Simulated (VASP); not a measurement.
The system is Er3RuC.

```xyz
10
Lattice="6.3331 0.0000 0.0000 -3.1665 5.4846 0.0000 0.0000 0.0000 5.3687" Properties=species:S:1:pos:R:3 pbc="T T T"
Er    0.0000    1.8275    1.3422
Er    4.7504    0.9137    4.0266
Er    1.5839    4.5709    1.3422
Er    3.1665    3.6571    4.0266
Er   -1.5839    4.5709    1.3422
Er    1.5826    0.9137    4.0266
Ru    0.0000    3.6564    4.0266
Ru    3.1665    1.8282    1.3422
C     0.0000    0.0000    0.0000
C     0.0000    0.0000    2.6844
```

The cell was built from a structure type or drawn by symmetry, and may not be a known phase.

| Quantity | Value |
| --- | --- |
| Program | VASP 6.6.1 |
| Task | relaxation of cell and atoms |
| Functional | PBE |
| Potentials or basis | VASP PAW PBE potentials, release 64 (Er_3, Ru_pv, C), 4f in core |
| Cutoff | 600 eV |
| k mesh | 3 × 3 × 4 |
| Occupations | gaussian, width 0.1 eV |
| Spin | no spin polarisation |

At the start: pressure 11.0 GPa; volume 18.65 Å³/atom.

Question: Where does the relaxation end?

Answer: Over 21 steps the energy falls by 85.7 meV/atom and the volume is 20.14 Å³/atom (+8.0 %); space group P6_3/mmc (No. 194, to 0.1 Å) before and after.

The path:
```
step  energy change (eV)  largest force (eV/Å)  pressure (GPa)  volume (Å³)
   1              0.0000                1.1934           10.97       186.48
   2              0.0537                1.4454           -7.67       223.12
   3             -0.6194                0.3025            0.23       203.17
   4             -0.6196                0.2769            0.41       202.83
   5             -0.6792                0.0385           -0.14       205.18
   6             -0.6957                0.1204           -0.50       206.74
   7             -0.6971                0.1816           -0.64       207.33
   8             -0.7217                0.2688           -0.06       205.58
   9             -0.7439                0.4711            1.11       202.43
  10             -0.7344                0.8034            3.78       195.91
  11             -0.7490                0.5981            1.79       200.70
  12             -0.7569                0.5937            1.78       200.58
  13             -0.7820                0.5617            1.72       200.21
  14             -0.8248                0.4149            1.57       199.44
  15             -0.8143                0.0183            1.39       197.75
  16             -0.8396                0.2456            1.46       198.74
  17             -0.8475                0.2003            1.05       199.58
  18             -0.8554                0.0772           -0.06       201.89
  19             -0.8555                0.0907            0.06       201.63
  20             -0.8560                0.0749            0.05       201.58
  21             -0.8570                0.0272            0.03       201.42
```

Final structure:
```yaml
crystal:
  lattice:
    - [6.79953, 0.00000, 0.00000]
    - [-3.39977, 5.88857, 0.00000]
    - [0.00000, 0.00000, 5.03060]
  atoms:
    - { symbol: Er, position: [0.17253, 0.34507, 0.25000] }
    - { symbol: Er, position: [0.82747, 0.17253, 0.75000] }
    - { symbol: Er, position: [0.65493, 0.82747, 0.25000] }
    - { symbol: Er, position: [0.82747, 0.65493, 0.75000] }
    - { symbol: Er, position: [0.17253, 0.82747, 0.25000] }
    - { symbol: Er, position: [0.34507, 0.17253, 0.75000] }
    - { symbol: Ru, position: [0.33333, 0.66667, 0.75000] }
    - { symbol: Ru, position: [0.66667, 0.33333, 0.25000] }
    - { symbol: C, position: [0.00000, 0.00000, 0.00000] }
    - { symbol: C, position: [0.00000, 0.00000, 0.50000] }
```

Caveat: the k points lie up to 0.36 Å⁻¹ apart in the final cell, too coarse for converged energies and pressures of a metal.
